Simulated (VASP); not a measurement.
Input of a VASP 6.6.1 run:

File INCAR:

```
PREC = Accurate ; ENCUT = 520
EDIFF = 1E-6 ; ISMEAR = 0
SIGMA = 0.1 ; LREAL = F
LASPH = T ; NELM = 60
ALGO = Fast ; ISIF = 2
LWAVE = F ; LCHARG = F
GGA = PE ; NBANDS = 30
```

KPOINTS

```
Automatic mesh
0
Gamma
  4 4 4
```

File POSCAR:

```
BeSn3
1.0
    4.5550288807      0.0000000000      0.0000000000
    0.0000000000      4.5550288807      0.0000000000
    0.0000000000      0.0000000000      4.5550288807
Be Sn
1 3
Direct
    0.0000000000      0.0000000000      0.0000000000
    0.0000000000      0.5000000000      0.5000000000
    0.5000000000      0.0000000000      0.5000000000
    0.5000000000      0.5000000000      0.0000000000
```

Potentials or basis: VASP PAW PBE potentials, release 64 (Be, Sn_d).

The run is started by

```console
$ cat potpaw_PBE.64/Be/POTCAR potpaw_PBE.64/Sn_d/POTCAR > POTCAR
$ mpirun -np 1 vasp_std > vasp.out
```

Problem. What does it give for the pressure?

Solution. -0.2 GPa.

Problem. What does it give for the band gap on the k mesh?

Solution. Zero (bands 22 and 23 overlap by 3.35 eV).

Caveat: spin-orbit coupling is left out, which moves the levels of the heavy elements.
